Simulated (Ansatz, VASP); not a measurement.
# One calculation of Al4Pt, two programs

File INCAR:

```
SYSTEM = Al4Pt
PREC = Accurate
ENCUT = 600
EDIFF = 1E-7
ISMEAR = 0
SIGMA = 0.1
LREAL = .False.
LASPH = .True.
NELM = 80
ALGO = Fast
ISIF = 3
LWAVE = .False.
LCHARG = .False.
GGA = PE
IBRION = 2
NSW = 90
EDIFFG = -0.04
```

Contents of KPOINTS:

```
regular mesh
0
Gamma
  4 4 4
  0 0 0
```

POSCAR

```
Al4Pt
1.0
    4.1226098800      0.0000000000      0.0000000000
    0.0000000000      4.1226098800      0.0000000000
    0.0000000000      0.0000000000      4.1226098800
Al Pt
4 1
Direct
    0.0000000000      0.5000000000      0.5000000000
    0.5000000000      0.5000000000      0.0000000000
    0.5000000000      0.0000000000      0.5000000000
    0.0000000000      0.0000000000      0.0000000000
    0.5000000000      0.5000000000      0.5000000000
```

Input for Ansatz:

```yaml
crystal:
  lattice:
    - [4.12260988, 0.0, 0.0]
    - [0.0, 4.12260988, 0.0]
    - [0.0, 0.0, 4.12260988]
  atoms:
    - { symbol: Al, position: [0.0, 0.5, 0.5] }
    - { symbol: Al, position: [0.5, 0.5, 0.0] }
    - { symbol: Al, position: [0.5, 0.0, 0.5] }
    - { symbol: Al, position: [0.0, 0.0, 0.0] }
    - { symbol: Pt, position: [0.5, 0.5, 0.5] }
basis:
  ecutwfc: 420
kpoints:
  mp_grid: { grid: [4, 4, 4] }
hamiltonian:
  xc: pbe
scf:
  occupations: { method: gaussian, width: 0.1 }
  lower_state_search: "off"
output:
  forces: true
  stress: true
  eigenvalues: true
relax:
  adjacent_minimum: "off"
  f_tol: 0.04
  max_steps: 70
  cell: { stress_tol: 0.4 }
```

Change from the starting cell: species swapped into the Fe4N type (Pm-3m, No. 221).

Alike in both runs: task relaxation of cell and atoms; functional PBE; k mesh 4 × 4 × 4; occupations gaussian, width 0.1 eV; no spin polarisation.

|  | VASP | Ansatz |
| --- | --- | --- |
| version | VASP 6.6.1 | Ansatz 0.2.0 |
| potentials or method | VASP PAW PBE potentials, release 64 (Al, Pt), cutoff 600 eV | scalar-relativistic, plane waves, PAW |
| valence electrons in the cell | 22 | 30 |

|  | VASP | Ansatz | Ansatz less VASP |
| --- | --- | --- | --- |
| gap on the k mesh at the Fermi level, each at its own relaxed structure (eV) | none | none | - |
| relaxed volume (Å³/atom) | 21.87 | 21.78 | -0.091 |
| relaxed cell length with the largest relative difference (Å) | 4.782 | 4.775 | -0.0066 |

A gap of «none» marks a metal or a gap that the smearing closes. VASP's potentials hold 22 valence electrons a cell and Ansatz's 30, so a difference there can come from the potentials and not from the codes.

The k mesh is coarse, so the values compare programs but aren't converged. Spin-orbit coupling is off throughout. Noted on VASP's run: the volume moved by over 15 % at a fixed basis, so the end points are rough.
